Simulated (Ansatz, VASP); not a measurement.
## Ir3C in VASP and in Ansatz

```
Ir C
1.0
     2.69465    0.00000    0.00000
     0.00000    2.69465    0.00000
     0.00000    0.00000   20.63396
Ir C
3 1
Direct
  0.50000 0.50000 0.19386
  0.00000 0.00000 0.28191
  0.50000 0.50000 0.36997
  0.00000 0.50000 0.56043
```

Alike in both runs: task single point; functional LDA; k mesh 10 × 10 × 1; occupations gaussian, width 0.1 eV; collinear spin.

```csv
,VASP,Ansatz
version,VASP 6.6.1,Ansatz 0.2.0
potentials or method,"VASP PAW LDA potentials, release 64 (Ir, C), cutoff 520 eV","scalar-relativistic, plane waves, PAW"
valence electrons in the cell,31,55
```

Ansatz gave:

- gap on the k mesh at the Fermi level (eV): none
- rms of the force components (eV/Å): 0.113
- net moment per atom (μB): 0.04
- size of the moment on the site where the two differ most (μB): 0.12
- work function, face that differs most (eV): 5.70

Problem. Estimate VASP's values.

Solution. gap on the k mesh at the Fermi level (eV): none; rms of the force components (eV/Å): 0.153; net moment per atom (μB): 0.20; size of the moment on the site where the two differ most (μB): 0.37; work function, face that differs most (eV): 5.67.

The net moments are unlike, so the other rows may belong to different states. Ansatz warns that its potentials were made for another functional, while VASP's fit it. LDA's correlation is that of Perdew and Zunger in VASP and of Perdew and Wang (1992) in Ansatz. Site moments also hang on the region over which each program counts them. Atom by atom the forces differ by 0.066 eV/Å (rms over components). A gap of «none» marks a metal or a gap that the smearing closes. VASP's potentials hold 31 valence electrons a cell and Ansatz's 55, so a difference there can come from the potentials and not from the codes. Ansatz's warnings: seeded moment not kept.

Neither program's run includes spin-orbit coupling.
